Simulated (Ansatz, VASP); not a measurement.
One calculation of TiSi2, two programs

Contents of INCAR:

```
ALGO = Normal ; EDIFF = 1E-6
EDIFFG = -0.005 ; ENCUT = 600
GGA = PS ; IBRION = 2
ISIF = 3 ; ISMEAR = 0
LASPH = T ; LCHARG = F
LREAL = F ; LWAVE = F
NELM = 100 ; NSW = 100
PREC = Accurate ; SIGMA = 0.1
```

Contents of KPOINTS:

```
k-points
0
Gamma
  10 10 10
```

The input POSCAR:

```
TiSi2
1.0
    0.0000000000      4.1180000000      4.2615000000
    2.3865000000      0.0000000000      4.2615000000
    2.3865000000      4.1180000000      0.0000000000
Ti Si
2 4
Direct
    0.7500000000      0.7500000000      0.7500000000
    0.5000000000      0.5000000000      0.5000000000
    0.0830000000      0.4170000000      0.0830000000
    0.4170000000      0.0830000000      0.4170000000
    0.1670000000      0.8330000000      0.1670000000
    0.8330000000      0.1670000000      0.8330000000
```

Input for Ansatz:

```yaml
crystal:
  lattice:
    - [0.0, 4.118, 4.2615]
    - [2.3865, 0.0, 4.2615]
    - [2.3865, 4.118, 0.0]
  atoms:
    - { symbol: Ti, position: [0.75, 0.75, 0.75] }
    - { symbol: Ti, position: [0.5, 0.5, 0.5] }
    - { symbol: Si, position: [0.083, 0.417, 0.083] }
    - { symbol: Si, position: [0.417, 0.083, 0.417] }
    - { symbol: Si, position: [0.167, 0.833, 0.167] }
    - { symbol: Si, position: [0.833, 0.167, 0.833] }
basis:
  ecutwfc: 420
kpoints:
  mp_grid: { grid: [10, 10, 10] }
hamiltonian:
  xc: pbesol
scf:
  occupations: { method: gaussian, width: 0.1 }
output:
  forces: true
  stress: true
  eigenvalues: true
relax:
  adjacent_minimum: "off"
  f_tol: 0.005
  max_steps: 80
  cell: { stress_tol: 0.05 }
```

Alike in both runs: task relaxation of cell and atoms; functional PBEsol; k mesh 10 × 10 × 10; occupations gaussian, width 0.1 eV; no spin polarisation.

|  | VASP | Ansatz |
| --- | --- | --- |
| version | VASP 6.6.1 | Ansatz 0.2.0 |
| potentials or method | VASP PAW PBE potentials, release 64 (Ti_sv, Si), cutoff 600 eV | scalar-relativistic, plane waves, PAW |
| valence electrons in the cell | 40 | 40 |

Ansatz gave:

- gap on the k mesh at the Fermi level, each at its own relaxed structure (eV): none
- relaxed volume (Å³/atom): 13.79
- relaxed cell length with the largest relative difference (Å): 4.870

**Question.** Estimate VASP's values.

**Answer.** gap on the k mesh at the Fermi level, each at its own relaxed structure (eV): none; relaxed volume (Å³/atom): 13.80; relaxed cell length with the largest relative difference (Å): 4.871.

VASP's potentials were made for PBE, not for PBEsol. A gap of «none» marks a metal or a gap that the smearing closes.
